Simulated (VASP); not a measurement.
A run of VASP 6.6.1 is set up as follows.

File INCAR:

```
PREC = Accurate
ENCUT = 520
EDIFF = 1E-6
ISMEAR = -1
SIGMA = 0.02
LREAL = False
LASPH = True
NELM = 100
ALGO = Normal
ISIF = 2
LWAVE = False
LCHARG = False
NBANDS = 15
```

The input KPOINTS:

```
regular mesh
0
Gamma
  8 8 8
```

The input POSCAR:

```
SrO
1.0
    0.0000000000      2.6468940000      2.5698000000
    2.6468940000      0.0000000000      2.5698000000
    2.6468940000      2.6468940000      0.0000000000
Sr O
1 1
Direct
    0.0000000000      0.0000000000      0.0000000000
    0.5000000000      0.5000000000      0.5000000000
```

Potentials or basis: VASP PAW LDA potentials, release 64 (Sr_sv, O).

Run with:

```console
$ cat potpaw_LDA.64/Sr_sv/POTCAR potpaw_LDA.64/O/POTCAR > POTCAR
$ mpirun -np 1 vasp_std > vasp.out
```

(1) Estimate the pressure.

(2) Predict the band gap on the k mesh.

## Answers

(1) -7.9 GPa.

(2) 3.00 eV (least direct gap 3.22 eV).

Caveat: the cell differs from its parent crystal (equal xx and yy strain of +3 %); the cell stands under tension.
